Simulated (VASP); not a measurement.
# Rh (I4/mmm) in VASP: single point with PBEsol

Aim: the single point of Rh with PBEsol.

All numbers are computed with VASP 6.6.1; they aren't measurements. Logs are shortened: lines on timing, memory, paths and dates and some standing lists are left out, and cuts for length are marked.

## Step 1: The cell of the first run

Symmetry: I4/mmm, No. 139, tetragonal system. The conventional cell has a = 2.770 Å, b = 2.770 Å, c = 3.689 Å, α = 90.00°, β = 90.00°, γ = 90.00°. Rh (site symmetry 4/mmm) has 12 Rh at 2.69 to 2.77 Å within 3.5 Å.

## Step 2: Single point, PBEsol (strain +0.030 along x and y, -0.030 along z)

The input, INCAR:

```
SYSTEM = Rh
PREC = Accurate ; ENCUT = 520
EDIFF = 1E-7 ; ISMEAR = 0
SIGMA = 0.15 ; LREAL = .FALSE.
LASPH = .TRUE. ; NELM = 100
ALGO = Fast ; ISIF = 2
LWAVE = .FALSE. ; LCHARG = .TRUE.
GGA = PS ; LELF = .TRUE.
LVHAR = .TRUE. ; NBANDS = 14
```

The input, KPOINTS:

```
regular mesh
0
G
  22 22 22
  0 0 0
```

The input, POSCAR:

```
Rh
1.0
    0.0000000000      1.9585965000      1.8445035000
    1.9585965000      0.0000000000      1.8445035000
    1.9585965000      1.9585965000      0.0000000000
Rh
1
Direct
    0.0000000000      0.0000000000      0.0000000000
```

Potentials or basis: VASP PAW PBE potentials, release 64 (Rh_pv).

Command:

```bash
$ cat potpaw_PBE.64/Rh_pv/POTCAR > POTCAR
$ mpirun -np 1 vasp_std > vasp.out
```

OUTCAR:

```text
SYSTEM = Rh
   PREC = Accurate
   ENCUT = 520
   EDIFF = 1E-7
   ISMEAR = 0
   LREAL = .FALSE.
   LASPH = .TRUE.
   NELM = 100
   ISIF = 2
   GGA = PS

 ion  position               nearest neighbor table
   1  0.000  0.000  0.000-

  LATTYP: Found a body centered tetragonal cell.
 ALAT       =     2.7698737335
 C/A-ratio  =     1.3318321898

  Lattice vectors:

 A1 = (   0.0000000000,  -1.9585965000,  -1.8445035000)
 A2 = (   0.0000000000,   1.9585965000,  -1.8445035000)
 A3 = (   1.9585965000,   0.0000000000,   1.8445035000)

Analysis of symmetry for initial positions (statically):
=====================================================================
 Subroutine PRICEL returns:
 Original cell was already a primitive cell.

 Routine SETGRP: Setting up the symmetry group for a
 body centered tetragonal supercell.

 Subroutine GETGRP returns: Found 16 space group operations
 (whereof 16 operations were pure point group operations)
 out of a pool of 16 trial point group operations.

The static configuration has the point symmetry D_4h.

Analysis of symmetry for dynamics (positions and initial velocities):
=====================================================================
 Subroutine PRICEL returns:
 Original cell was already a primitive cell.

 Routine SETGRP: Setting up the symmetry group for a
 body centered tetragonal supercell.

 Subroutine GETGRP returns: Found 16 space group operations
 (whereof 16 operations were pure point group operations)
 out of a pool of 16 trial point group operations.

The dynamic configuration has the point symmetry D_4h.

 Subroutine INISYM returns: Found 16 space group operations
 (whereof 16 operations are pure point group operations),
 and found     1 'primitive' translations

----------------------------------------------------------------------------------------

                                     Primitive cell

  volume of cell :      14.1514

  direct lattice vectors                    reciprocal lattice vectors
     0.000000000  1.958596500  1.844503500    -0.255284843  0.255284843  0.271075658
     1.958596500  0.000000000  1.844503500     0.255284843 -0.255284843  0.271075658
     1.958596500  1.958596500  0.000000000     0.255284843  0.255284843 -0.271075658

  length of vectors
     2.690407666  2.690407666  2.769873734     0.451467291  0.451467291  0.451467291

  position of ions in fractional coordinates (direct lattice)
     0.000000000  0.000000000  0.000000000

  ion indices of the primitive-cell ions
   primitive index   ion index
                 1           1

----------------------------------------------------------------------------------------

 KPOINTS: regular mesh

Automatic generation of k-mesh.
 Grid dimensions read from file:
 generate k-points for:   22   22   22

 Generating k-lattice:

  Cartesian coordinates                     Fractional coordinates (reciprocal lattice)
    -0.011603856  0.011603856  0.012321621     0.045454545  0.000000000  0.000000000
     0.011603856 -0.011603856  0.012321621     0.000000000  0.045454545  0.000000000
     0.011603856  0.011603856 -0.012321621    -0.000000000 -0.000000000  0.045454545

  Length of vectors
     0.020521240  0.020521240  0.020521240

  Shift w.r.t. Gamma in fractional coordinates (k-lattice)
     0.000000000  0.000000000  0.000000000

 Subroutine IBZKPT returns following result:
 ===========================================

 Found    834 irreducible k-points:

 Following reciprocal coordinates:
            Coordinates               Weight
  0.000000  0.000000  0.000000      1.000000
  0.045455 -0.000000  0.000000      8.000000
  0.090909 -0.000000  0.000000      8.000000
  0.136364  0.000000  0.000000      8.000000
  0.181818 -0.000000  0.000000      8.000000
  0.227273 -0.000000  0.000000      8.000000
[... 16 lines left out ...]
  0.500000  0.045455  0.000000      8.000000
 -0.454545  0.045455  0.000000      8.000000
 [... further k-points ...]
   k-points           NKPTS =    834   k-points in BZ     NKDIM =    834   number of bands    NBANDS=     14
   number of dos      NEDOS =    301   number of ions     NIONS =      1
   total plane-waves  NPLWV =   9600
   dimension x,y,z NGX =    20 NGY =   20 NGZ =   24
   dimension x,y,z NGXF=    40 NGYF=   40 NGZF=   48
   ions per type =               1
   NGX,Y,Z   is equivalent  to a cutoff of  12.36, 12.36, 14.40 a.u.
   NGXF,Y,Z  is equivalent  to a cutoff of  24.72, 24.72, 28.81 a.u.
 SYSTEM =  Rh
   PREC   = accura    normal or accurate (medium, high low for compatibility)
   ISTART =      0    job   : 0-new  1-cont  2-samecut
   ICHARG =      2    charge: 1-file 2-atom 10-const
   ISPIN  =      1    spin polarized calculation?
   LNONCOLLINEAR =      F non collinear calculations
   LSORBIT =      F    spin-orbit coupling
   LASPH  =      T    aspherical Exc in radial PAW
   ENCUT  =  520.0 eV  38.22 Ry    6.18 a.u.   5.00  5.00  5.15*2*pi/ulx,y,z
   NELM   =    100;   NELMIN=  2; NELMDL= -5     # of ELM steps
   EDIFF  = 0.1E-06   stopping-criterion for ELM
   LREAL  =      F    real-space projection
   EDIFFG = 0.1E-05   stopping-criterion for IOM
   NSW    =      0    number of steps for IOM
   IBRION =     -1    ionic relax: 0-MD 1-quasi-New 2-CG
   NFREE  =      0    steps in history (QN), initial steepest desc. (CG)
   ISIF   =      2    stress and relaxation
   ISYM   =      2    0-nonsym 1-usesym 2-fastsym
   POTIM  = 0.5000    time-step for ionic-motion
   TEBEG  =    0.0;   TEEND  =   0.0 temperature during run
   PSTRESS=    0.0 pullay stress
   NELECT =      15.0000    total number of electrons
   NUPDOWN=      -1.0000    fix difference up-down
   EMIN   =  10.00;   EMAX   =-10.00  energy-range for DOS
   EFERMI =   0.00;   METHOD = LEGACY
   ISMEAR =     0;   SIGMA  =   0.15  broadening in eV -4-tet -1-fermi 0-gaus
   EFERMI_NEDOS =   21; number of points for ismear=-14 and -15
   IALGO  =     68    algorithm
   IMIX   =      4    mixing-type and parameters
     AMIX     =   0.40;   BMIX     =  1.00
     AMIX_MAG =   1.60;   BMIX_MAG =  1.00
  volume/ion in A,a.u.               =      14.15        95.50
  Fermi-wavevector in a.u.,A,eV,Ry     =   1.669189  3.154309 37.908430  2.786191
  Thomas-Fermi vector in A             =   2.754905
   LORBIT       =      0    0 simple, 1 ext, 2 COOP (PROOUT), +10 PAW based schemes
   GGA     = PS    functional components
   LHFCALC =     F    Hartree Fock is set to
   AEXX    =    0.0000 exact exchange contribution
   IVDW    =     0    specifies the selected vdW correction
   LEPSILON=     F    determine dielectric tensor
   LRPA    =     F    only Hartree local field effects (RPA)
 non-spin polarized calculation
 RMM-DIIS sequential band-by-band and
 Gauss-broadening in eV      SIGMA  =   0.15
  energy-cutoff  :      520.00
  volume of cell :       14.15
 maximum number of plane-waves:       398
   NGX =  9   NGY =  9   NGZ = 11

 number of electron      15.0000001 magnetization

 Free energy of the ion-electron system (eV)
  ---------------------------------------------------
  ext. energy  EPLUGINS =         0.00000000
  ---------------------------------------------------
  free energy    TOTEN  =        -8.09659247 eV

  energy without entropy =       -8.08079314  energy(sigma->0) =       -8.08869280

 E-fermi :  11.2215     XC(G=0): -14.0321

 val. band max:       11.2196962277   @ k =  -0.2273   0.3636   0.1364
 cond. band min:      11.2233931082   @ k =   0.4545  -0.0000   0.3636
 fundamental gap:      0.0036968805
 Fermi energy:        11.2214625088

 k-point     1 :       0.0000    0.0000    0.0000
  band No.  band energies     occupation
      1     -35.0591      2.00000
      2     -35.0591      2.00000
      3     -35.0257      2.00000
      4       3.3921      2.00000
      5       8.0952      2.00000
      6       8.0952      2.00000
      7       8.6872      2.00000
      8       9.9090      2.00000
      9      10.6277      2.00000
     10      27.2468      0.00000
     11      31.6922      0.00000
     12      31.8816      0.00000
     13      31.8816      0.00000
     14      33.7324      0.00000

 k-point     2 :       0.0455   -0.0000    0.0000
  band No.  band energies     occupation
      1     -35.0692      2.00000
      2     -35.0616      2.00000
      3     -35.0309      2.00000
      4       3.4738      2.00000
      5       8.0866      2.00000
      6       8.1268      2.00000
      7       8.6904      2.00000
      8       9.8977      2.00000
      9      10.6042      2.00000
     10      27.3617      0.00000
     11      31.6182      0.00000
     12      31.7010      0.00000
     13      31.9972      0.00000
     14      33.5905      0.00000

 k-point     3 :       0.0909   -0.0000    0.0000
  band No.  band energies     occupation
      1     -35.1052      2.00000
      2     -35.0688      2.00000
      3     -35.0394      2.00000
      4       3.7123      2.00000
      5       8.0484      2.00000
      6       8.2111      2.00000
      7       8.7179      2.00000
      8       9.8758      2.00000
      9      10.5425      2.00000
     10      27.6792      0.00000
     11      30.7825      0.00000
     12      31.6950      0.00000
     13      32.3367      0.00000
     14      33.6441      0.00000
[... 324 lines left out ...]
 k-point    23 :       0.5000    0.0455    0.0000
  band No.  band energies     occupation
      1     -35.7110      2.00000
      2     -35.1843      2.00000
      3     -35.1107      2.00000
      4       5.3660      2.00000
      5       7.9467      2.00000
      6       8.4900      2.00000
      7      10.8945      1.99795
      8      11.9476      0.00000
      9      12.6644      0.00000
     10      19.5733      0.00000
     11      26.7395      0.00000
     12      31.4910      0.00000
     13      31.6939      0.00000
     14      32.6080      0.00000

 k-point    24 :      -0.4545    0.0455    0.0000
  band No.  band energies     occupation
      1     -35.7045      2.00000
      2     -35.1808      2.00000
      3     -35.1128      2.00000
      4       5.3751      2.00000
      5       7.9500      2.00000
      6       8.4929      2.00000
      7      10.9065      1.99702
      8      11.8441      0.00000
      9      12.5541      0.00000
     10      19.7598      0.00000
     11      26.7797      0.00000
     12      31.6937      0.00000
     13      31.7639      0.00000
     14      32.4581      0.00000

 [... further k-points ...]

------------------------ aborting loop because EDIFF is reached ----------------------------------------

  FORCE on cell =-STRESS in cart. coord.  units (eV):
  Direction    XX          YY          ZZ          XY          YZ          ZX
  --------------------------------------------------------------------------------------
  -------------------------------------------------------------------------------------
  Total       -1.4151749     -1.4151749     -0.2898235      0.0000000      0.0000000      0.0000000
  in kB     -160.2216787   -160.2216787    -32.8129138      0.0000000      0.0000000      0.0000000
  external PRESSURE =    -117.7520904 kB  Pullay stress =       0.0000000 kB

 VOLUME and BASIS-vectors are now :
 -----------------------------------------------------------------------------
  energy-cutoff  :      520.00
  volume of cell :       14.15
      direct lattice vectors                 reciprocal lattice vectors
     0.000000000  1.958596500  1.844503500    -0.255284843  0.255284843  0.271075658
     1.958596500  0.000000000  1.844503500     0.255284843 -0.255284843  0.271075658
     1.958596500  1.958596500  0.000000000     0.255284843  0.255284843 -0.271075658

 POSITION                                       TOTAL-FORCE (eV/Angst)
 -----------------------------------------------------------------------------------
      0.00000      0.00000      0.00000         0.000000      0.000000      0.000000
 -----------------------------------------------------------------------------------
    total drift:                                0.000000     -0.000000     -0.000000

  FREE ENERGIE OF THE ION-ELECTRON SYSTEM (eV)
  ---------------------------------------------------
  free  energy   TOTEN  =        -8.0965924661 eV

  energy  without entropy=       -8.0807931369  energy(sigma->0) =       -8.08869280
```

Run time: 90 s. Hardware: 1 thread of Intel Xeon Platinum 8488C (Sapphire Rapids), shared host; peak memory 0.25 GiB.

Results:

- Free energy: -8.0966 eV
- Pressure: -11.8 GPa

Caveat: the cell differs from its parent crystal (strain +0.030 along x and y, -0.030 along z); the PAW data sets were made with another functional, which shifts forces and pressure a little.
